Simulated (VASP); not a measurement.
Set up this calculation in VASP 6.6.1, as the native input.

| Item | Value |
| --- | --- |
| Task | relaxation of cell and atoms |
| Functional | r2SCAN |
| Potentials or basis | VASP PAW PBE potentials, release 64 (Ti_sv) |
| Cutoff | 600 eV |
| k mesh | 6 × 6 × 6 |
| Occupations | methfessel-paxton, width 0.05 eV |
| Spin | no spin polarisation |
| Dipole correction | no |
| Further INCAR settings | ALGO = Normal; EDIFF = 1e-07; IBRION = 2; EDIFFG = -0.01; NSW = 60; ISIF = 3 |

Ti:

```
Ti
1.0
     2.69000    0.00000    0.00000
     0.00000    2.69000    0.00000
     0.00000    0.00000    2.69000
Ti
1
Direct
  0.00000 0.00000 0.00000
```

This isn't the form of Ti at room conditions, which is hcp.

These files were run (other wordings do the same):

POSCAR

```
Ti
1.0
    2.6900000000      0.0000000000      0.0000000000
    0.0000000000      2.6900000000      0.0000000000
    0.0000000000      0.0000000000      2.6900000000
Ti
1
Direct
    0.0000000000      0.0000000000      0.0000000000
```

INCAR.step1

```
ALGO = Normal
EDIFF = 1E-4
ENCUT = 600
GGA = PE
ISMEAR = 1
LASPH = True
LCHARG = False
LREAL = False
LWAVE = True
NELM = 80
PREC = Accurate
SIGMA = 0.05
```

INCAR.step2

```
ALGO = Normal
EDIFF = 1E-7
EDIFFG = -0.01
ENCUT = 600
IBRION = 2
ISIF = 3
ISMEAR = 1
ISTART = 1
LASPH = True
LCHARG = False
LMIXTAU = True
LREAL = False
LWAVE = False
METAGGA = R2SCAN
NELM = 80
NSW = 60
PREC = Accurate
SIGMA = 0.05
```

KPOINTS

```
k-points
0
Gamma
  6 6 6
```

Potentials or basis: VASP PAW PBE potentials, release 64 (Ti_sv).

Command:

```sh
$ cat potpaw_PBE.64/Ti_sv/POTCAR > POTCAR
$ cp INCAR.step1 INCAR
$ mpirun -np 1 vasp_std > vasp.out
$ cp INCAR.step2 INCAR
$ mpirun -np 1 vasp_std > vasp.out
```

Results of the run:

```
Relaxed volume                        : 18.14 Å³/atom
Relaxed cell                          : a = 2.627 Å, b = 2.627 Å, c = 2.627 Å, α = 90.00°, β = 90.00°, γ = 90.00°
Space group after relaxing (to 0.1 Å) : Pm-3m (No. 221)
Energy gained by relaxing             : 23.8 meV/atom
Ionic steps                           : 4
Pressure after relaxing               : 0.1 GPa
Band gap on the k mesh                : zero (bands 6 and 7 overlap by 2.37 eV)
```

Caveat: the k points lie up to 0.40 Å⁻¹ apart in the final cell, too coarse for converged energies and pressures of a metal; the PAW data sets were made with another functional, which shifts forces and pressure a little.

Run time: 70 s on 1 thread of Intel(R) Xeon(R) Platinum 8559C (Emerald Rapids), with other jobs on the host, peak memory 0.15 GiB.
